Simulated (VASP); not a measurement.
# Co (P6_3/mmc) in VASP: further runs

The runs below take Co through single point, with PBE, LDA.

Program: VASP 6.6.1. These are calculated values, not measurements. Logs are shortened: lines on timing, memory, paths and dates and some standing lists are left out, and cuts for length are marked.

### Step 1. The cell of the first run

The structure is hexagonal, space group P6_3/mmc (No. 194). Conventional cell: a = 2.472 Å, b = 2.472 Å, c = 4.021 Å, α = 90.00°, β = 90.00°, γ = 120.00°. Co (site symmetry -6m2) has 12 Co at 2.47 Å within 3.3 Å.

### Step 2. Single point, PBE, collinear spin, ferromagnetic start

File INCAR:

```
ALGO     = Normal         # electronic algorithm
EDIFF    = 1E-6           # SCF threshold, eV
ENCUT    = 520            # plane-wave cutoff, eV
GGA      = PE             # functional
ISIF     = 2              # what is computed and relaxed
ISMEAR   = -1             # smearing method
ISPIN    = 2              # spin polarisation
LASPH    = True           # aspherical terms in the spheres
LCHARG   = False          # write CHGCAR
LMAXMIX  = 4              # l up to which the mixer works
LORBIT   = 11             # projections on sites
LREAL    = False          # projectors in reciprocal space
LWAVE    = False          # write WAVECAR
MAGMOM   = 2.4 2.4        # initial moments
NBANDS   = 20             # bands
NELM     = 150            # most SCF steps
NUPDOWN  = 4.8            # fixed moment
PREC     = Accurate       # precision mode
SIGMA    = 0.05           # smearing width, eV
```

File KPOINTS:

```
k-points
0
Gamma
  12 12 7
```

File POSCAR:

```
Co
1.0
    2.4719999032      0.0000000000      0.0000000000
   -1.2359999516      2.1408147143      0.0000000000
    0.0000000000      0.0000000000      4.0211440800
Co
2
Direct
    0.6666666667      0.3333333333      0.7500000000
    0.3333333333      0.6666666667      0.2500000000
```

Potentials or basis: VASP PAW PBE potentials, release 64 (Co).

Launch:

```
$ cat potpaw_PBE.64/Co/POTCAR > POTCAR
$ mpirun -np 1 vasp_std > vasp.out
```

OUTCAR:

```text
EDIFF = 1E-6
   ENCUT = 520
   GGA = PE
   ISIF = 2
   ISMEAR = -1
   ISPIN = 2
   LASPH = True
   LORBIT = 11
   LREAL = False
   NELM = 150
   NUPDOWN = 4.8
   PREC = Accurate

 ion  position               nearest neighbor table
   1  0.667  0.333  0.750-   2 2.47   2 2.47   2 2.47   2 2.47   2 2.47   2 2.47
   2  0.333  0.667  0.250-   1 2.47   1 2.47   1 2.47   1 2.47   1 2.47   1 2.47

  LATTYP: Found a hexagonal cell.
 ALAT       =     2.4719999032
 C/A-ratio  =     1.6266764715

  Lattice vectors:

 A1 = (   2.4719999032,   0.0000000000,   0.0000000000)
 A2 = (  -1.2359999516,   2.1408147143,   0.0000000000)
 A3 = (   0.0000000000,   0.0000000000,   4.0211440800)

Analysis of symmetry for initial positions (statically):
=====================================================================
 Subroutine PRICEL returns:
 Original cell was already a primitive cell.

 Routine SETGRP: Setting up the symmetry group for a
 hexagonal supercell.

 Subroutine GETGRP returns: Found 24 space group operations
 (whereof 12 operations were pure point group operations)
 out of a pool of 24 trial point group operations.

The static configuration has the point symmetry D_3d.
 The point group associated with its full space group is D_6h.

Analysis of symmetry for dynamics (positions and initial velocities):
=====================================================================
 Subroutine PRICEL returns:
 Original cell was already a primitive cell.

 Routine SETGRP: Setting up the symmetry group for a
 hexagonal supercell.

 Subroutine GETGRP returns: Found 24 space group operations
 (whereof 12 operations were pure point group operations)
 out of a pool of 24 trial point group operations.

The dynamic configuration has the point symmetry D_3d.
 The point group associated with its full space group is D_6h.

Analysis of structural, dynamic, and magnetic symmetry:
=====================================================================
 Subroutine PRICEL returns:
 Original cell was already a primitive cell.

 Routine SETGRP: Setting up the symmetry group for a
 hexagonal supercell.

 Subroutine GETGRP returns: Found 24 space group operations
 (whereof 12 operations were pure point group operations)
 out of a pool of 24 trial point group operations.

The overall configuration has the point symmetry D_3d.
 The point group associated with its full space group is D_6h.

 Subroutine INISYM returns: Found 24 space group operations
 (whereof 12 operations are pure point group operations),
 and found     1 'primitive' translations

----------------------------------------------------------------------------------------

                                     Primitive cell

  volume of cell :      21.2803

  direct lattice vectors                    reciprocal lattice vectors
     2.471999903  0.000000000  0.000000000     0.404530760  0.233555943  0.000000000
    -1.235999952  2.140814714  0.000000000     0.000000000  0.467111887  0.000000000
     0.000000000  0.000000000  4.021144080     0.000000000  0.000000000  0.248685444

  length of vectors
     2.471999903  2.471999903  4.021144080     0.467111887  0.467111887  0.248685444

  position of ions in fractional coordinates (direct lattice)
     0.666666667  0.333333333  0.750000000
     0.333333333  0.666666667  0.250000000

  ion indices of the primitive-cell ions
   primitive index   ion index
                 1           1
                 2           2

----------------------------------------------------------------------------------------

 KPOINTS: k-points

Automatic generation of k-mesh.
 Grid dimensions read from file:
 generate k-points for:   12   12    7

 Generating k-lattice:

  Cartesian coordinates                     Fractional coordinates (reciprocal lattice)
     0.033710897  0.019462995  0.000000000     0.083333333 -0.000000000  0.000000000
     0.000000000  0.038925991  0.000000000     0.000000000  0.083333333  0.000000000
     0.000000000  0.000000000  0.035526492     0.000000000  0.000000000  0.142857143

  Length of vectors
     0.038925991  0.038925991  0.035526492

  Shift w.r.t. Gamma in fractional coordinates (k-lattice)
     0.000000000  0.000000000  0.000000000

 Subroutine IBZKPT returns following result:
 ===========================================

 Found     76 irreducible k-points:

 Following reciprocal coordinates:
            Coordinates               Weight
  0.000000  0.000000  0.000000      1.000000
  0.083333  0.000000  0.000000      6.000000
  0.166667  0.000000  0.000000      6.000000
  0.250000  0.000000  0.000000      6.000000
  0.333333  0.000000  0.000000      6.000000
  0.416667  0.000000  0.000000      6.000000
[... 16 lines left out ...]
  0.250000  0.000000  0.142857     12.000000
  0.333333  0.000000  0.142857     12.000000
 [... further k-points ...]
   k-points           NKPTS =     76   k-points in BZ     NKDIM =     76   number of bands    NBANDS=     20
   number of dos      NEDOS =    301   number of ions     NIONS =      2
   total plane-waves  NPLWV =   9720
   dimension x,y,z NGX =    18 NGY =   18 NGZ =   30
   dimension x,y,z NGXF=    36 NGYF=   36 NGZF=   60
   ions per type =               2
   NGX,Y,Z   is equivalent  to a cutoff of  12.11, 12.11, 12.40 a.u.
   NGXF,Y,Z  is equivalent  to a cutoff of  24.21, 24.21, 24.81 a.u.
 SYSTEM =  unknown system
   PREC   = accura    normal or accurate (medium, high low for compatibility)
   ISTART =      0    job   : 0-new  1-cont  2-samecut
   ICHARG =      2    charge: 1-file 2-atom 10-const
   ISPIN  =      2    spin polarized calculation?
   LNONCOLLINEAR =      F non collinear calculations
   LSORBIT =      F    spin-orbit coupling
   LASPH  =      T    aspherical Exc in radial PAW
   ENCUT  =  520.0 eV  38.22 Ry    6.18 a.u.   4.60  4.60  7.48*2*pi/ulx,y,z
   NELM   =    150;   NELMIN=  2; NELMDL= -5     # of ELM steps
   EDIFF  = 0.1E-05   stopping-criterion for ELM
   LREAL  =      F    real-space projection
   EDIFFG = 0.1E-04   stopping-criterion for IOM
   NSW    =      0    number of steps for IOM
   IBRION =     -1    ionic relax: 0-MD 1-quasi-New 2-CG
   NFREE  =      0    steps in history (QN), initial steepest desc. (CG)
   ISIF   =      2    stress and relaxation
   ISYM   =      2    0-nonsym 1-usesym 2-fastsym
   POTIM  = 0.5000    time-step for ionic-motion
   TEBEG  =    0.0;   TEEND  =   0.0 temperature during run
   PSTRESS=    0.0 pullay stress
   NELECT =      18.0000    total number of electrons
   NUPDOWN=       4.8000    fix difference up-down
   EMIN   =  10.00;   EMAX   =-10.00  energy-range for DOS
   EFERMI =   0.00;   METHOD = LEGACY
   ISMEAR =    -1;   SIGMA  =   0.05  broadening in eV -4-tet -1-fermi 0-gaus
   EFERMI_NEDOS =   21; number of points for ismear=-14 and -15
   IALGO  =     38    algorithm
   IMIX   =      4    mixing-type and parameters
     AMIX     =   0.40;   BMIX     =  1.00
     AMIX_MAG =   1.60;   BMIX_MAG =  1.00
  volume/ion in A,a.u.               =      10.64        71.80
  Fermi-wavevector in a.u.,A,eV,Ry     =   1.548246  2.925761 32.614055  2.397065
  Thomas-Fermi vector in A             =   2.653224
   LORBIT       =     11    0 simple, 1 ext, 2 COOP (PROOUT), +10 PAW based schemes
   GGA     = PE    functional components
   LHFCALC =     F    Hartree Fock is set to
   AEXX    =    0.0000 exact exchange contribution
   IVDW    =     0    specifies the selected vdW correction
   LEPSILON=     F    determine dielectric tensor
   LRPA    =     F    only Hartree local field effects (RPA)
 spin polarized calculation
  energy-cutoff  :      520.00
  volume of cell :       21.28
 maximum number of plane-waves:       585
   NGX =  9   NGY =  9   NGZ = 15

 number of electron      17.9999990 magnetization       4.7999997

 Free energy of the ion-electron system (eV)
  ---------------------------------------------------
  ext. energy  EPLUGINS =         0.00000000
  ---------------------------------------------------
  free energy    TOTEN  =       -12.89704941 eV

  energy without entropy =      -12.87586146  energy(sigma->0) =      -12.88645543

 E-fermi :  10.1202     XC(G=0): -13.5531

 val. band max:       13.1596161999   @ k =   0.2500   0.0000   0.1429
 cond. band min:      10.1208898658   @ k =   0.0833   0.0833   0.0000
 fundamental gap:     -3.0387263342
 Fermi energy:        13.2055515321

 spin component 1

 k-point     1 :       0.0000    0.0000    0.0000
  band No.  band energies     occupation
      1       1.2553      1.00000
      2       4.8946      1.00000
      3       7.3430      1.00000
      4       7.3430      1.00000
      5       7.3433      1.00000
      6       7.6472      1.00000
[... 12 lines left out ...]
     19      36.5514      0.00000
     20      36.5514      0.00000
[... 507 lines left out ...]
 k-point    24 :       0.3333    0.0000    0.1429
  band No.  band energies     occupation
      1       4.4599      1.00000
      2       5.5819      1.00000
      3       5.9563      1.00000
      4       6.7125      1.00000
      5       7.4221      1.00000
      6       7.4494      1.00000
[... 12 lines left out ...]
     19      33.7248      0.00000
     20      35.3291      0.00000

 [... further k-points ...]

 spin component 2

 k-point     1 :       0.0000    0.0000    0.0000
  band No.  band energies     occupation
      1       1.7689      1.00000
      2       6.3552      1.00000
      3       9.4931      1.00000
      4       9.5961      0.99997
      5       9.5961      0.99997
      6       9.9555      0.96422
[... 12 lines left out ...]
     19      37.4055      0.00000
     20      37.4055      0.00000
[... 507 lines left out ...]
 k-point    24 :       0.3333    0.0000    0.1429
  band No.  band energies     occupation
      1       5.2779      1.00000
      2       7.3545      1.00000
      3       7.7292      1.00000
      4       8.5954      1.00000
      5       9.4835      1.00000
      6       9.7777      0.99894
[... 12 lines left out ...]
     19      34.5379      0.00000
     20      36.1945      0.00000

 [... further k-points ...]
[... 5 lines left out ...]
  --------------------------------------------------------------------------------------
  -------------------------------------------------------------------------------------
  Total        3.0133212      3.0133212      3.7417834      0.0000000     -0.0000000      0.0000000
  in kB      226.8709231    226.8709231    281.7163535      0.0000000     -0.0000000      0.0000000
  external PRESSURE =     245.1527332 kB  Pullay stress =       0.0000000 kB

 VOLUME and BASIS-vectors are now :
 -----------------------------------------------------------------------------
  energy-cutoff  :      520.00
  volume of cell :       21.28
      direct lattice vectors                 reciprocal lattice vectors
     2.471999903  0.000000000  0.000000000     0.404530760  0.233555943  0.000000000
    -1.235999952  2.140814714  0.000000000     0.000000000  0.467111887  0.000000000
     0.000000000  0.000000000  4.021144080     0.000000000  0.000000000  0.248685444

 POSITION                                       TOTAL-FORCE (eV/Angst)
 -----------------------------------------------------------------------------------
      1.23600      0.71360      3.01586         0.000000      0.000000      0.000000
     -0.00000      1.42721      1.00529        -0.000000     -0.000000      0.000000
 -----------------------------------------------------------------------------------
    total drift:                                0.000000     -0.000000     -0.000000

  FREE ENERGIE OF THE ION-ELECTRON SYSTEM (eV)
  ---------------------------------------------------
  free  energy   TOTEN  =       -12.8970494075 eV

  energy  without entropy=      -12.8758614597  energy(sigma->0) =      -12.88645543

 total charge

# of ion       s       p       d       tot
------------------------------------------
    1        0.527   0.619   7.139   8.285
    2        0.527   0.619   7.139   8.285
--------------------------------------------------
tot          1.054   1.238  14.278  16.569

 magnetization (x)

# of ion       s       p       d       tot
------------------------------------------
    1        0.026   0.082   2.237   2.345
    2        0.026   0.082   2.237   2.345
--------------------------------------------------
tot          0.051   0.165   4.475   4.691
```

It took 26 s on 1 thread of AMD EPYC 9R45 (Zen 5), shared host; peak memory 0.14 GiB.

Results:

- Free energy: -12.8970 eV
- Pressure: 24.5 GPa
- Net moment: 4.80 μB per cell
- Site moments: Co +2.35 μB
- Valence electrons inside the program's atomic spheres: Co 8.29

Caveat: the total moment is fixed, so each spin has its own Fermi level.

### Step 3. Single point, LDA, collinear spin, ferromagnetic start

This run uses another cell than the first one, of 10.00 Å³/atom, 0.940 times its volume.

File INCAR:

```
PREC = Accurate ; ENCUT = 520
EDIFF = 1E-6 ; ISMEAR = -1
SIGMA = 0.05 ; LREAL = False
LASPH = True ; NELM = 150
ALGO = Normal ; ISIF = 2
LWAVE = False ; LCHARG = False
ISPIN = 2 ; MAGMOM = 2 2
LORBIT = 11 ; LMAXMIX = 4
GGA = CA ; NBANDS = 20
```

File KPOINTS:

```
regular mesh
0
Gamma
  12 12 7
```

File POSCAR:

```
Co
1.0
    2.4215367659      0.0000000000      0.0000000000
   -1.2107683830      2.0971123555      0.0000000000
    0.0000000000      0.0000000000      3.9390568819
Co
2
Direct
    0.6666666667      0.3333333333      0.7500000000
    0.3333333333      0.6666666667      0.2500000000
```

Potentials or basis: VASP PAW LDA potentials, release 64 (Co).

Launch:

```
$ cat potpaw_LDA.64/Co/POTCAR > POTCAR
$ mpirun -np 1 vasp_std > vasp.out
```

It took 23 s on 1 thread of Intel Xeon 6975P-C (Granite Rapids), shared host; peak memory 0.15 GiB.

It converged, with:

```
Free energy                                           : -16.2579 eV
Pressure                                              : -1.1 GPa
Net moment                                            : 2.96 μB per cell
Site moments                                          : Co +1.47 μB
Valence electrons inside the program's atomic spheres : Co 8.45
```

Stress tensor (GPa, compression positive):
```
-0.11  0.00  0.00
 0.00 -0.11  0.00
 0.00  0.00 -3.11
```

Levels at points of the mesh, in eV from the Fermi level:
Spin up:
```tsv
k point	band 7	band 8	band 9	band 10	band 11	band 12	band 13	band 14
(0.00, 0.00, 0.00)	-2.17	-1.73	-1.73	-0.49	-0.49	-0.16	7.14	22.77
(0.50, 0.00, 0.00)	-2.10	-0.32	-0.24	-0.16	1.70	3.89	10.36	11.10
```
Spin down:
```
           k point  band 5  band 6  band 7  band 8  band 9  band 10
(0.00, 0.00, 0.00)   -1.18   -0.78   -0.78   -0.27   -0.27     0.02
(0.50, 0.00, 0.00)   -1.32   -1.23   -0.78    1.23    1.35     1.41
```
